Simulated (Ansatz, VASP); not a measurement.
# Hg: VASP beside Ansatz

```
Hg
1.0
     0.00000    2.25697    2.25697
     2.25697    0.00000    2.25697
     2.25697    2.25697    0.00000
Hg
1
Direct
  0.00000 0.00000 0.00000
```

Alike in both runs: task single point; functional PBE; k mesh 16 × 16 × 16; occupations gaussian, width 0.05 eV; no spin polarisation.

|  | VASP | Ansatz |
| --- | --- | --- |
| version | VASP 6.6.1 | Ansatz 0.2.0 |
| potentials or method | VASP PAW PBE potentials, release 64 (Hg), cutoff 500 eV | scalar-relativistic, plane waves, PAW |
| valence electrons in the cell | 12 | 20 |

Ansatz gave:

```
gap on the k mesh at the Fermi level (eV) : none
pressure (GPa)                            : 5.7
```

Task: Which values does VASP return?

Result: gap on the k mesh at the Fermi level (eV): none; pressure (GPa): 6.0.

A gap of «none» marks a metal or a gap that the smearing closes. VASP's potentials hold 12 valence electrons a cell and Ansatz's 20, so a difference there can come from the potentials and not from the codes.

Neither program's run includes spin-orbit coupling.
